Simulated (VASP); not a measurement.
Cl, 1 atom in the cell. It takes space group C2/m (No. 12, monoclinic). Conventional cell: a = 4.513 Å, b = 6.207 Å, c = 2.488 Å, α = 90.00°, β = 122.45°, γ = 90.00°. Within 3.3 Å of Cl (site symmetry 2/m) lie 2 Cl at 2.49 Å.  This cell differs from its parent crystal: I replaced by Cl, lengths x 0.840, strained.

- Program: VASP 6.6.1
- Task: single point
- Functional: PBEsol
- Potentials or basis: VASP PAW PBE potentials, release 64 (Cl)
- Cutoff: 520 eV
- k mesh: 14 × 14 × 20
- Occupations: gaussian, width 0.1 eV
- Spin: no spin polarisation
- Dipole correction: no
- Further INCAR settings: ALGO = Normal; EDIFF = 1e-06; NBANDS = 10

Potentials or basis: VASP PAW PBE potentials, release 64 (Cl).

Command:

```console
$ cat potpaw_PBE.64/Cl/POTCAR > POTCAR
$ mpirun -np 1 vasp_std > vasp.out
```

Hardware: 1 thread of AMD EPYC 9R45 96-Core Processor (Zen 5), with other jobs on the host.

Question: Estimate the wall time of this run.

Answer: It took 100 s on 1 thread of AMD EPYC 9R45 96-Core Processor (Zen 5) (shared host), peak memory 0.32 GiB. Counts: scf iterations 13, k points 1059.
